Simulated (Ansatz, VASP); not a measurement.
## Ge: VASP beside Ansatz

Contents of POSCAR:

```
Ge
1.0
    0.0000000000      2.1136142158      2.1136142158
    2.1136142158      0.0000000000      2.1136142158
    2.1136142158      2.1136142158      0.0000000000
Ge
1
Direct
    0.0000000000      0.0000000000      0.0000000000
```

Contents of INCAR.step1:

```
SYSTEM = Ge
PREC = Accurate
ENCUT = 600
ISMEAR = 0
SIGMA = 0.1
LREAL = .False.
LASPH = .True.
NELM = 100
GGA = PE
ALGO = Normal
EDIFF = 1E-4
LWAVE = .True.
LCHARG = .False.
```

INCAR.step2

```
SYSTEM = Ge
PREC = Accurate
ENCUT = 600
EDIFF = 1E-6
ISMEAR = 0
SIGMA = 0.1
LREAL = .False.
LASPH = .True.
NELM = 100
ALGO = Normal
ISIF = 3
LWAVE = .False.
LCHARG = .False.
METAGGA = R2SCAN
LMIXTAU = .True.
IBRION = 2
NSW = 80
EDIFFG = -0.01
ISTART = 1
```

Contents of KPOINTS:

```
regular mesh
0
Gamma
  18 18 18
  0 0 0
```

Input for Ansatz:

```yaml
crystal:
  lattice:
    - [0.0, 2.1136142158, 2.1136142158]
    - [2.1136142158, 0.0, 2.1136142158]
    - [2.1136142158, 2.1136142158, 0.0]
  atoms:
    - { symbol: Ge, position: [0.0, 0.0, 0.0] }
basis:
  ecutwfc: 500
kpoints:
  mp_grid: { grid: [18, 18, 18] }
hamiltonian:
  xc: r2scan
scf:
  occupations: { method: gaussian, width: 0.1 }
output:
  forces: true
  stress: true
  eigenvalues: true
relax:
  adjacent_minimum: "off"
  f_tol: 0.01
  max_steps: 60
  cell: { stress_tol: 0.1 }
```

Alike in both runs: task relaxation of cell and atoms; functional r2SCAN; k mesh 18 × 18 × 18; occupations gaussian, width 0.1 eV; no spin polarisation.

```csv
,VASP,Ansatz
version,VASP 6.6.1,Ansatz 0.2.0
potentials or method,"VASP PAW PBE potentials, release 64 (Ge_d), cutoff 600 eV","scalar-relativistic, plane waves, PAW"
valence electrons in the cell,14,14
```

|  | VASP | Ansatz | Ansatz less VASP |
| --- | --- | --- | --- |
| gap on the k mesh at the Fermi level, each at its own relaxed structure (eV) | none | none | - |
| relaxed volume (Å³/atom) | 19.00 | 19.01 | +0.010 |
| relaxed cell length with the largest relative difference (Å) | 2.995 | 2.995 | +0.0006 |

VASP's potentials were made for PBE, not for r2SCAN. A gap of «none» marks a metal or a gap that the smearing closes.
